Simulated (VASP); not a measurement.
# PdPt2 (P6/mmm) in VASP: further runs

The runs below take PdPt2 through single point, relaxation of cell and atoms, with PBE.

Everything below comes from runs of VASP 6.6.1. Logs are shortened: lines on timing, memory, paths and dates and some standing lists are left out, and cuts for length are marked.

## (1) The cell of the first run

It takes space group P6/mmm (No. 191, hexagonal). The conventional cell has a = 4.658 Å, b = 4.658 Å, c = 2.671 Å, α = 90.00°, β = 90.00°, γ = 120.00°. Pd (site symmetry 6/mmm) has 2 Pd at 2.67 Å and 6 Pt at 2.69 Å within 3.5 Å. Within 3.5 Å of Pt (site symmetry -6m2) lie 5 Pt at 2.67 to 2.69 Å and 3 Pd at 2.69 Å.

The cell was built from a structure type or drawn by symmetry, and may not be a known phase.

## (2) Single point, PBE

Input file INCAR:

```
SYSTEM = PdPt2
PREC = Accurate
ENCUT = 500
EDIFF = 1E-6
ISMEAR = 0
SIGMA = 0.1
LREAL = .FALSE.
LASPH = .TRUE.
NELM = 120
ALGO = Normal
ISIF = 2
LWAVE = .FALSE.
LCHARG = .FALSE.
GGA = PE
NBANDS = 22
GGA_COMPAT = .FALSE.
```

Input file KPOINTS:

```
regular mesh
0
G
  12 12 18
  0 0 0
```

Input file POSCAR:

```
PdPt2
1.0
    4.6582579220      0.0000000000      0.0000000000
   -2.3291289610      4.0341696978      0.0000000000
    0.0000000000      0.0000000000      2.6708940132
Pd Pt
1 2
Direct
    0.0000000000      0.0000000000      0.0000000000
    0.3333333333      0.6666666667      0.0000000000
    0.6666666667      0.3333333333      0.0000000000
```

Potentials or basis: VASP PAW PBE potentials, release 64 (Pd, Pt).

Started as:

```sh
cat potpaw_PBE.64/Pd/POTCAR potpaw_PBE.64/Pt/POTCAR > POTCAR
mpirun -np 1 vasp_std > vasp.out
```

OUTCAR:

```text
SYSTEM = PdPt2
   PREC = Accurate
   ENCUT = 500
   EDIFF = 1E-6
   ISMEAR = 0
   LREAL = .FALSE.
   LASPH = .TRUE.
   NELM = 120
   ISIF = 2
   GGA = PE

 ion  position               nearest neighbor table
   1  0.000  0.000  0.000-   2 2.69   3 2.69   2 2.69   3 2.69   3 2.69   2 2.69
   2  0.333  0.667  0.000-   3 2.69   1 2.69   3 2.69   1 2.69   1 2.69   3 2.69
   3  0.667  0.333  0.000-   2 2.69   1 2.69   2 2.69   1 2.69   1 2.69   2 2.69

  LATTYP: Found a hexagonal cell.
 ALAT       =     4.6582579220
 C/A-ratio  =     0.5733675674

  Lattice vectors:

 A1 = (   4.6582579220,   0.0000000000,   0.0000000000)
 A2 = (  -2.3291289610,   4.0341696978,   0.0000000000)
 A3 = (   0.0000000000,   0.0000000000,   2.6708940132)

Analysis of symmetry for initial positions (statically):
=====================================================================
 Subroutine PRICEL returns:
 Original cell was already a primitive cell.

 Routine SETGRP: Setting up the symmetry group for a
 hexagonal supercell.

 Subroutine GETGRP returns: Found 24 space group operations
 (whereof 24 operations were pure point group operations)
 out of a pool of 24 trial point group operations.

The static configuration has the point symmetry D_6h.

Analysis of symmetry for dynamics (positions and initial velocities):
=====================================================================
 Subroutine PRICEL returns:
 Original cell was already a primitive cell.

 Routine SETGRP: Setting up the symmetry group for a
 hexagonal supercell.

 Subroutine GETGRP returns: Found 24 space group operations
 (whereof 24 operations were pure point group operations)
 out of a pool of 24 trial point group operations.

The dynamic configuration has the point symmetry D_6h.

 Subroutine INISYM returns: Found 24 space group operations
 (whereof 24 operations are pure point group operations),
 and found     1 'primitive' translations

----------------------------------------------------------------------------------------

                                     Primitive cell

  volume of cell :      50.1920

  direct lattice vectors                    reciprocal lattice vectors
     4.658257922  0.000000000  0.000000000     0.214672527  0.123941241  0.000000000
    -2.329128961  4.034169698  0.000000000     0.000000000  0.247882483  0.000000000
     0.000000000  0.000000000  2.670894013     0.000000000  0.000000000  0.374406470

  length of vectors
     4.658257922  4.658257922  2.670894013     0.247882483  0.247882483  0.374406470

  position of ions in fractional coordinates (direct lattice)
     0.000000000  0.000000000  0.000000000
     0.333333333  0.666666667  0.000000000
     0.666666667  0.333333333  0.000000000

  ion indices of the primitive-cell ions
   primitive index   ion index
                 1           1
                 2           2
                 3           3

----------------------------------------------------------------------------------------

 KPOINTS: regular mesh

Automatic generation of k-mesh.
 Grid dimensions read from file:
 generate k-points for:   12   12   18

 Generating k-lattice:

  Cartesian coordinates                     Fractional coordinates (reciprocal lattice)
     0.017889377  0.010328437  0.000000000     0.083333333  0.000000000  0.000000000
     0.000000000  0.020656874  0.000000000     0.000000000  0.083333333  0.000000000
     0.000000000  0.000000000  0.020800359     0.000000000  0.000000000  0.055555556

  Length of vectors
     0.020656874  0.020656874  0.020800359

  Shift w.r.t. Gamma in fractional coordinates (k-lattice)
     0.000000000  0.000000000  0.000000000

 Subroutine IBZKPT returns following result:
 ===========================================

 Found    190 irreducible k-points:

 Following reciprocal coordinates:
            Coordinates               Weight
  0.000000  0.000000  0.000000      1.000000
  0.083333 -0.000000  0.000000      6.000000
  0.166667 -0.000000  0.000000      6.000000
  0.250000  0.000000  0.000000      6.000000
  0.333333 -0.000000  0.000000      6.000000
  0.416667 -0.000000  0.000000      6.000000
[... 16 lines left out ...]
  0.250000  0.000000  0.055556     12.000000
  0.333333 -0.000000  0.055556     12.000000
 [... further k-points ...]
   k-points           NKPTS =    190   k-points in BZ     NKDIM =    190   number of bands    NBANDS=     22
   number of dos      NEDOS =    301   number of ions     NIONS =      3
   total plane-waves  NPLWV =  25920
   dimension x,y,z NGX =    36 NGY =   36 NGZ =   20
   dimension x,y,z NGXF=    72 NGYF=   72 NGZF=   40
   ions per type =               1   2
   NGX,Y,Z   is equivalent  to a cutoff of  12.85, 12.85, 12.45 a.u.
   NGXF,Y,Z  is equivalent  to a cutoff of  25.70, 25.70, 24.90 a.u.
 SYSTEM =  PdPt2
   PREC   = accura    normal or accurate (medium, high low for compatibility)
   ISTART =      0    job   : 0-new  1-cont  2-samecut
   ICHARG =      2    charge: 1-file 2-atom 10-const
   ISPIN  =      1    spin polarized calculation?
   LNONCOLLINEAR =      F non collinear calculations
   LSORBIT =      F    spin-orbit coupling
   LASPH  =      T    aspherical Exc in radial PAW
   ENCUT  =  500.0 eV  36.75 Ry    6.06 a.u.   8.49  8.49  4.87*2*pi/ulx,y,z
   NELM   =    120;   NELMIN=  2; NELMDL= -5     # of ELM steps
   EDIFF  = 0.1E-05   stopping-criterion for ELM
   LREAL  =      F    real-space projection
   EDIFFG = 0.1E-04   stopping-criterion for IOM
   NSW    =      0    number of steps for IOM
   IBRION =     -1    ionic relax: 0-MD 1-quasi-New 2-CG
   NFREE  =      0    steps in history (QN), initial steepest desc. (CG)
   ISIF   =      2    stress and relaxation
   ISYM   =      2    0-nonsym 1-usesym 2-fastsym
   POTIM  = 0.5000    time-step for ionic-motion
   TEBEG  =    0.0;   TEEND  =   0.0 temperature during run
   PSTRESS=    0.0 pullay stress
   NELECT =      30.0000    total number of electrons
   NUPDOWN=      -1.0000    fix difference up-down
   EMIN   =  10.00;   EMAX   =-10.00  energy-range for DOS
   EFERMI =   0.00;   METHOD = LEGACY
   ISMEAR =     0;   SIGMA  =   0.10  broadening in eV -4-tet -1-fermi 0-gaus
   EFERMI_NEDOS =   21; number of points for ismear=-14 and -15
   IALGO  =     38    algorithm
   IMIX   =      4    mixing-type and parameters
     AMIX     =   0.40;   BMIX     =  1.00
     AMIX_MAG =   1.60;   BMIX_MAG =  1.00
  volume/ion in A,a.u.               =      16.73       112.90
  Fermi-wavevector in a.u.,A,eV,Ry     =   1.379020  2.605969 25.874135  1.901695
  Thomas-Fermi vector in A             =   2.504028
   LORBIT       =      0    0 simple, 1 ext, 2 COOP (PROOUT), +10 PAW based schemes
   GGA     = PE    functional components
   LHFCALC =     F    Hartree Fock is set to
   AEXX    =    0.0000 exact exchange contribution
   IVDW    =     0    specifies the selected vdW correction
   LEPSILON=     F    determine dielectric tensor
   LRPA    =     F    only Hartree local field effects (RPA)
 non-spin polarized calculation
 Gauss-broadening in eV      SIGMA  =   0.10
  energy-cutoff  :      500.00
  volume of cell :       50.19
 maximum number of plane-waves:      1300
 NGX is ok and might be reduce to    36
   NGX = 17   NGY = 17   NGZ =  9

 number of electron      30.0000001 magnetization

 Free energy of the ion-electron system (eV)
  ---------------------------------------------------
  ext. energy  EPLUGINS =         0.00000000
  ---------------------------------------------------
  free energy    TOTEN  =       -16.90835742 eV

  energy without entropy =      -16.88883803  energy(sigma->0) =      -16.89859772

 E-fermi :   8.8600     XC(G=0): -12.6403

 val. band max:        8.8587473759   @ k =   0.2500   0.1667   0.0556
 cond. band min:       8.8696144958   @ k =   0.3333   0.1667   0.2778
 fundamental gap:      0.0108671199
 Fermi energy:         8.8600388227

 k-point     1 :       0.0000    0.0000    0.0000
  band No.  band energies     occupation
      1       0.6169      2.00000
      2       3.4457      2.00000
      3       4.3508      2.00000
      4       5.1029      2.00000
      5       5.2546      2.00000
      6       5.2546      2.00000
[... 14 lines left out ...]
     21      16.0259      0.00000
     22      16.0259      0.00000

 k-point     2 :       0.0833   -0.0000    0.0000
  band No.  band energies     occupation
      1       0.7018      2.00000
      2       3.4740      2.00000
      3       4.3231      2.00000
      4       4.7936      2.00000
      5       4.9167      2.00000
      6       5.0898      2.00000
[... 14 lines left out ...]
     21      16.8069      0.00000
     22      16.9770      0.00000

 k-point     3 :       0.1667   -0.0000    0.0000
  band No.  band energies     occupation
      1       0.9496      2.00000
      2       3.5569      2.00000
      3       4.1480      2.00000
      4       4.3335      2.00000
      5       4.6605      2.00000
      6       5.0518      2.00000
[... 14 lines left out ...]
     21      17.9395      0.00000
     22      18.3777      0.00000

 k-point     4 :       0.2500    0.0000    0.0000
  band No.  band energies     occupation
      1       1.3380      2.00000
      2       3.6463      2.00000
      3       3.6915      2.00000
      4       4.1763      2.00000
      5       4.5096      2.00000
      6       4.9947      2.00000
[... 14 lines left out ...]
     21      19.1331      0.00000
     22      19.8463      0.00000

 k-point     5 :       0.3333   -0.0000    0.0000
  band No.  band energies     occupation
      1       1.8258      2.00000
      2       3.2158      2.00000
      3       3.8588      2.00000
      4       3.9977      2.00000
      5       4.4577      2.00000
      6       4.9251      2.00000
[... 417 lines left out ...]
 k-point    22 :       0.1667   -0.0000    0.0556
  band No.  band energies     occupation
      1       1.0253      2.00000
      2       3.6291      2.00000
      3       4.1997      2.00000
      4       4.4260      2.00000
      5       4.6736      2.00000
      6       5.1499      2.00000
[... 14 lines left out ...]
     21      18.0631      0.00000
     22      18.5024      0.00000

 k-point    23 :       0.2500    0.0000    0.0556
  band No.  band energies     occupation
      1       1.4150      2.00000
      2       3.6764      2.00000
      3       3.7605      2.00000
      4       4.2907      2.00000
      5       4.5244      2.00000
      6       5.0901      2.00000
[... 14 lines left out ...]
     21      19.2497      0.00000
     22      19.9692      0.00000

 k-point    24 :       0.3333   -0.0000    0.0556
  band No.  band energies     occupation
      1       1.9044      2.00000
      2       3.2447      2.00000
      3       3.9271      2.00000
      4       4.1047      2.00000
      5       4.4732      2.00000
      6       5.0132      2.00000
[... 14 lines left out ...]
     21      20.4696      0.00000
     22      21.3981      0.00000

 [... further k-points ...]

------------------------ aborting loop because EDIFF is reached ----------------------------------------

  FORCE on cell =-STRESS in cart. coord.  units (eV):
  Direction    XX          YY          ZZ          XY          YZ          ZX
  --------------------------------------------------------------------------------------
  -------------------------------------------------------------------------------------
  Total       -0.1208326     -0.1208326     -0.1565585      0.0000000     -0.0000000      0.0000000
  in kB       -3.8570959     -3.8570959     -4.9974995      0.0000000     -0.0000000      0.0000000
  external PRESSURE =      -4.2372304 kB  Pullay stress =       0.0000000 kB

 VOLUME and BASIS-vectors are now :
 -----------------------------------------------------------------------------
  energy-cutoff  :      500.00
  volume of cell :       50.19
      direct lattice vectors                 reciprocal lattice vectors
     4.658257922  0.000000000  0.000000000     0.214672527  0.123941241  0.000000000
    -2.329128961  4.034169698  0.000000000     0.000000000  0.247882483  0.000000000
     0.000000000  0.000000000  2.670894013     0.000000000  0.000000000  0.374406470

 POSITION                                       TOTAL-FORCE (eV/Angst)
 -----------------------------------------------------------------------------------
      0.00000      0.00000      0.00000         0.000000      0.000000      0.000000
     -0.00000      2.68945      0.00000        -0.000000     -0.000000      0.000000
      2.32913      1.34472      0.00000         0.000000      0.000000      0.000000
 -----------------------------------------------------------------------------------
    total drift:                                0.000000      0.000000      0.000000

  FREE ENERGIE OF THE ION-ELECTRON SYSTEM (eV)
  ---------------------------------------------------
  free  energy   TOTEN  =       -16.9083574157 eV

  energy  without entropy=      -16.8888380295  energy(sigma->0) =      -16.89859772
```

Run time: 5.2 min. Hardware: 1 thread of AMD EPYC 7R13, shared host; peak memory 0.29 GiB.

Results:

- Free energy: -16.9084 eV
- Pressure: -0.4 GPa
- Band gap on the k mesh: zero (bands 15 and 16 overlap by 2.31 eV)

Stress tensor (GPa, compression positive):
```
-0.39  0.00  0.00
 0.00 -0.39  0.00
 0.00  0.00 -0.50
```

Caveat: spin-orbit coupling is left out, which moves the levels of the heavy elements.

(Part 1 of 2 ends here.)
